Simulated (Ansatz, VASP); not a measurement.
# AgCl in VASP and in Ansatz

```
Ag Cl
1.0
     0.07812    2.62487    2.66541
     2.84273    0.00532    2.73821
     2.84303    2.69797    0.00502
Ag Cl
1 1
Direct
  0.48739 0.48390 0.49902
  0.01261 0.01610 0.00098
```

Change from the starting cell: all atoms moved at random, cell strained at random.

Alike in both runs: task single point; functional PBE; k mesh 8 × 8 × 8; occupations gaussian, width 0.02 eV; no spin polarisation.

```csv
,VASP,Ansatz
version,VASP 6.6.1,Ansatz 0.2.0
potentials or method,"VASP PAW PBE potentials, release 64 (Ag, Cl), cutoff 520 eV","scalar-relativistic, plane waves, PAW"
valence electrons in the cell,18,26
```

|  | VASP | Ansatz | Ansatz less VASP |
| --- | --- | --- | --- |
| gap on the k mesh at the Fermi level (eV) | 0.72 | 0.73 | +0.003 |
| least direct gap on the mesh (eV) | 2.81 | 2.81 | +0.001 |
| pressure (GPa) | 5.9 | 6.0 | +0.16 |
| traceless stress, the component that is largest in VASP (GPa) | -1.71 | -1.73 | -0.023 |
| rms of the force components (eV/Å) | 0.226 | 0.228 | +0.0018 |

Atom by atom the forces differ by 0.002 eV/Å (rms over components). With one functional, cell and mesh, what is left measures potentials, basis and numerics. VASP's potentials hold 18 valence electrons a cell and Ansatz's 26, so a difference there can come from the potentials and not from the codes.
